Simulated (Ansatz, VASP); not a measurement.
**Rh: VASP beside Ansatz**

```
Rh
1.0
     0.00000    1.90155    1.91106
     1.90155    0.00000    1.91106
     1.90155    1.90155    0.00000
Rh
1
Direct
  0.00000 0.00000 0.00000
```

Change from the starting cell: strain +0.0050 x Voigt [0, 0, 1, 0, 0, 0], atoms carried along.

Alike in both runs: task single point; functional PBEsol; k mesh 22 × 22 × 22; occupations gaussian, width 0.15 eV; no spin polarisation.

|  | VASP | Ansatz |
| --- | --- | --- |
| version | VASP 6.6.1 | Ansatz 0.2.0 |
| potentials or method | VASP PAW PBE potentials, release 64 (Rh_pv), cutoff 520 eV | scalar-relativistic, plane waves, PAW |
| valence electrons in the cell | 15 | 17 |

|  | VASP | Ansatz | Ansatz less VASP |
| --- | --- | --- | --- |
| gap on the k mesh at the Fermi level (eV) | none | none | - |
| pressure (GPa) | -6.5 | -6.4 | +0.14 |
| traceless stress, the component that is largest in VASP (GPa) | -0.81 | -0.81 | -0.002 |

VASP's potentials were made for PBE, not for PBEsol. A gap of «none» marks a metal or a gap that the smearing closes. The functional is the same, so the differences come from potentials, cutoffs and numerics. VASP's potentials hold 15 valence electrons a cell and Ansatz's 17, so a difference there can come from the potentials and not from the codes.
